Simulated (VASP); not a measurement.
# AlRu in VASP: a series of runs, part 2 of 2

VASP 6.6.1.

### Step 5. Single point, BLYP

INCAR

```
SYSTEM = AlRu
  AGGAC = 1.0
  AGGAX = 1.0
  ALDAC = 0.0
  ALDAX = 1.0
  ALGO = Normal
  DIPOL = 0.5 0.5 0.501
  EDIFF = 1E-7
  ENCUT = 520
  GGA = B5
  IDIPOL = 3
  ISIF = 2
  ISMEAR = -1
  LASPH = .True.
  LCHARG = .True.
  LDIPOL = .True.
  LELF = .True.
  LREAL = .False.
  LVACPOTAV = .True.
  LVHAR = .True.
  LWAVE = .False.
  NBANDS = 44
  NELM = 80
  PREC = Accurate
  SIGMA = 0.05
```

KPOINTS

```
k-points
0
Gamma
  9 9 1
  0 0 0
```

POSCAR

```
AlRu
1.0
    2.9916000000      0.0000000000      0.0000000000
    0.0000000000      2.9916000000      0.0000000000
    0.0000000000      0.0000000000     25.4706000000
Ru Al
4 4
Direct
    0.5000000000      0.5000000000      0.2944571388
    0.5000000000      0.5000000000      0.4119102024
    0.5000000000      0.5000000000      0.5304822015
    0.5000000000      0.5000000000      0.6536680636
    0.0000000000      0.0000000000      0.3531836706
    0.0000000000      0.0000000000      0.4706367341
    0.0000000000      0.0000000000      0.5897917784
    0.0000000000      0.0000000000      0.7031165771
```

Potentials or basis: VASP PAW PBE potentials, release 64 (Ru_pv, Al).

Started as:

```console
$ cat potpaw_PBE.64/Ru_pv/POTCAR potpaw_PBE.64/Al/POTCAR > POTCAR
$ mpirun -np 1 vasp_std > vasp.out
```

OUTCAR:

```text
SYSTEM = AlRu
   EDIFF = 1E-7
   ENCUT = 520
   GGA = B5
   ISIF = 2
   ISMEAR = -1
   LASPH = .True.
   LREAL = .False.
   NELM = 80
   PREC = Accurate

 ion  position               nearest neighbor table
   1  0.500  0.500  0.294-   5 2.59   5 2.59   5 2.59   5 2.59   2 2.99
   2  0.500  0.500  0.412-   6 2.59   6 2.59   6 2.59   6 2.59   5 2.59   5 2.59   5 2.59   5 2.59
                             1 2.99   3 3.02
   3  0.500  0.500  0.530-   7 2.60   7 2.60   7 2.60   7 2.60   6 2.61   6 2.61   6 2.61   6 2.61
                             2 3.02   4 3.14
   4  0.500  0.500  0.654-   8 2.46   8 2.46   8 2.46   8 2.46   7 2.67   7 2.67   7 2.67   7 2.67
                             3 3.14
   5  0.000  0.000  0.353-   2 2.59   2 2.59   2 2.59   2 2.59   1 2.59   1 2.59   1 2.59   1 2.59
                             6 2.99
   6  0.000  0.000  0.471-   2 2.59   2 2.59   2 2.59   2 2.59   3 2.61   3 2.61   3 2.61   3 2.61
                             5 2.99   7 3.03
   7  0.000  0.000  0.590-   3 2.60   3 2.60   3 2.60   3 2.60   4 2.67   4 2.67   4 2.67   4 2.67
                             8 2.89   6 3.03
   8  0.000  0.000  0.703-   4 2.46   4 2.46   4 2.46   4 2.46   7 2.89

  LATTYP: Found a simple tetragonal cell.
 ALAT       =     2.9916000000
 C/A-ratio  =     8.5140393101

  Lattice vectors:

 A1 = (   2.9916000000,   0.0000000000,   0.0000000000)
 A2 = (   0.0000000000,   2.9916000000,   0.0000000000)
 A3 = (   0.0000000000,   0.0000000000,  25.4706000000)

Analysis of symmetry for initial positions (statically):
=====================================================================
 Subroutine PRICEL returns:
 Original cell was already a primitive cell.

 Routine SETGRP: Setting up the symmetry group for a
 simple tetragonal supercell.

 Subroutine GETGRP returns: Found  8 space group operations
 (whereof  8 operations were pure point group operations)
 out of a pool of 16 trial point group operations.

The static configuration has the point symmetry C_4v.

Analysis of symmetry for dynamics (positions and initial velocities):
=====================================================================
 Subroutine PRICEL returns:
 Original cell was already a primitive cell.
[... 143 lines left out ...]
  volume of cell :      227.95
 maximum number of plane-waves:      6172
 NGX is ok and might be reduce to    24
   NGX = 11   NGY = 11   NGZ = 95

 dipolmoment           0.000000      0.000000      0.542867 electrons x Angstroem

 number of electron      67.9999989 magnetization

 dipolmoment           0.000000      0.000000     -0.066563 electrons x Angstroem

 Free energy of the ion-electron system (eV)
  ---------------------------------------------------
  ext. energy  EPLUGINS =         0.00000000
  ---------------------------------------------------
  free energy    TOTEN  =       -45.56895948 eV

  energy without entropy =      -45.51441150  energy(sigma->0) =      -45.54168549

 E-fermi :   3.5434     XC(G=0):  -6.4391

 val. band max:        3.5390690733   @ k =   0.3333   0.1111   0.0000
 cond. band min:       3.5784429238   @ k =   0.0000   0.0000   0.0000
 fundamental gap:      0.0393738504
 Fermi energy:         3.5434480381

 k-point     1 :       0.0000    0.0000    0.0000
  band No.  band energies     occupation
      1     -38.3249      2.00000
      2     -38.2116      2.00000
      3     -38.1510      2.00000
      4     -38.1325      2.00000
      5     -38.1325      2.00000
      6     -38.0976      2.00000
[... 694 lines left out ...]
     43       8.0256      0.00000
     44       8.3778      0.00000

------------------------ aborting loop because EDIFF is reached ----------------------------------------

  FORCE on cell =-STRESS in cart. coord.  units (eV):
  Direction    XX          YY          ZZ          XY          YZ          ZX
  --------------------------------------------------------------------------------------
  -------------------------------------------------------------------------------------
  Total        3.7100700      3.7100700      0.5032655      0.0000000      0.0000000     -0.0000000
  in kB       26.0763293     26.0763293      3.5372151      0.0000000      0.0000000     -0.0000000
  external PRESSURE =      18.5632912 kB  Pullay stress =       0.0000000 kB

 VOLUME and BASIS-vectors are now :
 -----------------------------------------------------------------------------
  energy-cutoff  :      520.00
  volume of cell :      227.95
      direct lattice vectors                 reciprocal lattice vectors
     2.991600000  0.000000000  0.000000000     0.334269287  0.000000000  0.000000000
     0.000000000  2.991600000  0.000000000     0.000000000  0.334269287  0.000000000
     0.000000000  0.000000000 25.470600000     0.000000000  0.000000000  0.039260952

 POSITION                                       TOTAL-FORCE (eV/Angst)
 -----------------------------------------------------------------------------------
      1.49580      1.49580      7.50000        -0.000000     -0.000000      0.236953
      1.49580      1.49580     10.49160         0.000000      0.000000     -0.318008
      1.49580      1.49580     13.51170        -0.000000     -0.000000     -0.001407
      1.49580      1.49580     16.64932        -0.000000     -0.000000     -0.018302
      0.00000      0.00000      8.99580        -0.000000     -0.000000     -0.319735
      0.00000      0.00000     11.98740        -0.000000     -0.000000      0.367649
      0.00000      0.00000     15.02235        -0.000000     -0.000000      0.007339
      0.00000      0.00000     17.90880        -0.000000     -0.000000      0.045511
 -----------------------------------------------------------------------------------
    total drift:                                0.000000     -0.000000     -0.002190

  FREE ENERGIE OF THE ION-ELECTRON SYSTEM (eV)
  ---------------------------------------------------
  free  energy   TOTEN  =       -45.5689594774 eV

  energy  without entropy=      -45.5144115001  energy(sigma->0) =      -45.54168549

 vacuum level on the upper side and lower side of the slab         6.344         7.689
```

stdout:

```text
POSCAR found type information on POSCAR RuAl
 POSCAR found :  2 types and       8 ions
 scaLAPACK will be used
 -----------------------------------------------------------------------------
[... 23 lines left out ...]
|     Did not find any points to average over, which means that no vacuum     |
|     field-free region was found. Please increase the size of  your cell     |
|     in the dimension of the dipole correction to obtain accurate            |
|     workfunction values.                                                    |
|                                                                             |
 -----------------------------------------------------------------------------
```

It took 6.3 min on 1 thread of Intel Xeon 6975P-C (Granite Rapids), shared host; peak memory 0.39 GiB.

Results:

```
Free energy            : -45.5690 eV
Largest force          : 0.368 eV/Å
Band gap on the k mesh : zero (bands 34 and 35 overlap by 1.85 eV)
```

Forces on the atoms (eV/Å):
```
Ru   0.000  0.000  0.237
Ru   0.000  0.000 -0.318
Ru   0.000  0.000 -0.001
Ru   0.000  0.000 -0.018
Al   0.000  0.000 -0.320
Al   0.000  0.000  0.368
Al   0.000  0.000  0.007
Al   0.000  0.000  0.046
```

Levels at points of the mesh, in eV from the Fermi level:
```csv
k point,band 33,band 34,band 35,band 36,band 37,band 38
"(0.00, 0.00, 0.00)",0.06,0.06,0.22,0.42,0.61,0.71
```

Caveat: the PAW data sets were made with another functional, which shifts forces and pressure a little.

### Step 6. Relaxation of the atoms, PBE

INCAR

```
PREC     = Accurate       # precision mode
ENCUT    = 520            # plane-wave cutoff, eV
EDIFF    = 1E-6           # SCF threshold, eV
ISMEAR   = -1             # smearing method
SIGMA    = 0.05           # smearing width, eV
LREAL    = False          # projectors in reciprocal space
LASPH    = True           # aspherical terms in the spheres
NELM     = 80             # most SCF steps
ALGO     = Fast           # electronic algorithm
ISIF     = 2              # what is computed and relaxed
LWAVE    = False          # write WAVECAR
LCHARG   = False          # write CHGCAR
LDIPOL   = True         
IDIPOL   = 3            
DIPOL    = 0.5 0.5 0.500
GGA      = PE             # functional
IBRION   = 2              # ionic algorithm
NSW      = 60             # ionic steps
EDIFFG   = -0.02          # ionic threshold
```

KPOINTS

```
regular mesh
0
Gamma
  9 9 1
```

POSCAR

```
AlRu
1.0
    2.9916000000      0.0000000000      0.0000000000
    0.0000000000      2.9916000000      0.0000000000
    0.0000000000      0.0000000000     25.4706000000
Ru Al
4 4
Selective dynamics
Direct
    0.5000000000      0.5000000000      0.2944571388  F F F
    0.5000000000      0.5000000000      0.4119102024  F F F
    0.5000000000      0.5000000000      0.5293632659  T T T
    0.5000000000      0.5000000000      0.6468163294  T T T
    0.0000000000      0.0000000000      0.3531836706  F F F
    0.0000000000      0.0000000000      0.4706367341  F F F
    0.0000000000      0.0000000000      0.5880897976  T T T
    0.0000000000      0.0000000000      0.7055428612  T T T
```

Potentials or basis: VASP PAW PBE potentials, release 64 (Ru_pv, Al).

Started as:

```console
$ cat potpaw_PBE.64/Ru_pv/POTCAR potpaw_PBE.64/Al/POTCAR > POTCAR
$ mpirun -np 1 vasp_std > vasp.out
```

Wall time 29 min (1 thread of Oxide Virtual Turin-like, shared host); peak memory 0.37 GiB.

The run converged. Its results:

- Free energy: -54.1081 eV
- Energy gained by relaxing: 23.5 meV/atom
- Ionic steps: 14
- Band gap on the k mesh: zero (bands 34 and 35 overlap by 1.82 eV)

Step by step:
| step | energy change (eV) | largest force on free atoms (eV/Å) | pressure (GPa) |
| --- | --- | --- | --- |
| 1 | 0.0000 | 1.5852 | -1.63 |
| 2 | -0.1499 | 0.7245 | -1.29 |
| 3 | -0.1746 | 0.2816 | -0.98 |
| 4 | -0.1747 | 0.2495 | -0.94 |
| 5 | -0.1819 | 0.1470 | -0.84 |
| 6 | -0.1847 | 0.1295 | -0.71 |
| 7 | -0.1855 | 0.0457 | -0.71 |
| 8 | -0.1856 | 0.0747 | -0.72 |
| 9 | -0.1864 | 0.0648 | -0.67 |
| 10 | -0.1878 | 0.0370 | -0.53 |
| 11 | -0.1873 | 0.0844 | -0.25 |
| 12 | -0.1881 | 0.0337 | -0.42 |
| 13 | -0.1882 | 0.0231 | -0.38 |
| 14 | -0.1882 | 0.0077 | -0.40 |

Final structure:
```
Ru Al
1.0
     2.99160    0.00000    0.00000
     0.00000    2.99160    0.00000
     0.00000    0.00000   25.47060
Ru Al
4 4
Direct
  0.50000 0.50000 0.29446
  0.50000 0.50000 0.41191
  0.50000 0.50000 0.52881
  0.50000 0.50000 0.64936
  0.00000 0.00000 0.35318
  0.00000 0.00000 0.47064
  0.00000 0.00000 0.58718
  0.00000 0.00000 0.69864
```

Levels at points of the mesh, in eV from the Fermi level:
```csv
k point,band 31,band 32,band 33,band 34,band 35,band 36,band 37,band 38
"(0.00, 0.00, 0.00)",-0.07,0.00,0.09,0.09,0.23,0.38,0.63,0.78
```

### Step 7. The runs side by side

```csv
task,level,potentials or basis,cell,atoms held fixed (from 0),gap on the mesh (eV),largest force (eV/Å)
single point,LDA,"VASP PAW LDA potentials, release 64 (Ru_pv, Al)","as given, atomic positions A",-,none,1.15
single point,PBEsol,"VASP PAW PBE potentials, release 64 (Ru_pv, Al)","as given, atomic positions B",-,none,0.90
single point,RPBE,"VASP PAW PBE potentials, release 64 (Ru_pv, Al)","as given, atomic positions C",-,none,0.38
single point,BLYP,"VASP PAW PBE potentials, release 64 (Ru_pv, Al)","as given, atomic positions D",-,none,0.37
relaxation of the atoms,PBE,"VASP PAW PBE potentials, release 64 (Ru_pv, Al)","atoms relaxed, atomic positions E","[0, 4, 1, 5]",none,-
```

Alike in all rows: no spin polarisation; k mesh 9 × 9 × 1; cutoff (eV) 520; smearing fermi-dirac 0.05 eV.

Caveats: the PAW data sets were made with another functional, which shifts forces and pressure a little (at least some runs).

Total energies depend on the potentials used, so only differences within one code and one set of settings carry meaning.
